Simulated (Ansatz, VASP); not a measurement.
**BeTe: VASP beside Ansatz**

The input INCAR:

```
ALGO = Normal
EDIFF = 1E-6
ENCUT = 600
GGA = RE
GGA_COMPAT = F
ISIF = 2
ISMEAR = 0
IVDW = 13
LASPH = T
LCHARG = F
LREAL = F
LWAVE = F
NBANDS = 11
NELM = 120
PREC = Accurate
SIGMA = 0.05
```

Contents of KPOINTS:

```
k-points
0
Gamma
  8 8 8
```

The input POSCAR:

```
BeTe
1.0
    0.0000000000      2.8248675235      2.8248675235
    2.8248675235      0.0000000000      2.8248675235
    2.8248675235      2.8248675235      0.0000000000
Be Te
1 1
Direct
    0.0000000000      0.0000000000      0.0000000000
    0.7500000000      0.7500000000      0.7500000000
```

Input for Ansatz:

```yaml
crystal:
  lattice:
    - [0.0, 2.8248675235, 2.8248675235]
    - [2.8248675235, 0.0, 2.8248675235]
    - [2.8248675235, 2.8248675235, 0.0]
  atoms:
    - { symbol: Be, position: [0.0, 0.0, 0.0] }
    - { symbol: Te, position: [0.75, 0.75, 0.75] }
basis:
  ecutwfc: 420
  ecutrho_ratio: 4
kpoints:
  mp_grid: { grid: [8, 8, 8] }
hamiltonian:
  xc: revpbe
  dispersion: d4
scf:
  occupations: { method: gaussian, width: 0.05 }
output:
  forces: true
  stress: true
  eigenvalues: true
```

Alike in both runs: task single point; functional revPBE; dispersion D4; k mesh 8 × 8 × 8; occupations gaussian, width 0.05 eV; no spin polarisation.

|  | VASP | Ansatz |
| --- | --- | --- |
| version | VASP 6.6.1 | Ansatz 0.2.0 |
| potentials or method | VASP PAW PBE potentials, release 64 (Be, Te), cutoff 600 eV | scalar-relativistic, plane waves, PAW |
| valence electrons in the cell | 8 | 18 |

|  | VASP | Ansatz | Ansatz less VASP |
| --- | --- | --- | --- |
| gap on the k mesh at the Fermi level (eV) | 2.06 | 2.08 | +0.015 |
| least direct gap on the mesh (eV) | 3.64 | 3.66 | +0.020 |
| pressure (GPa) | -2.1 | -2.3 | -0.11 |

VASP's potentials were made for PBE, not for revPBE. VASP's potentials hold 8 valence electrons a cell and Ansatz's 18, so a difference there can come from the potentials and not from the codes.

Neither program's run includes spin-orbit coupling.
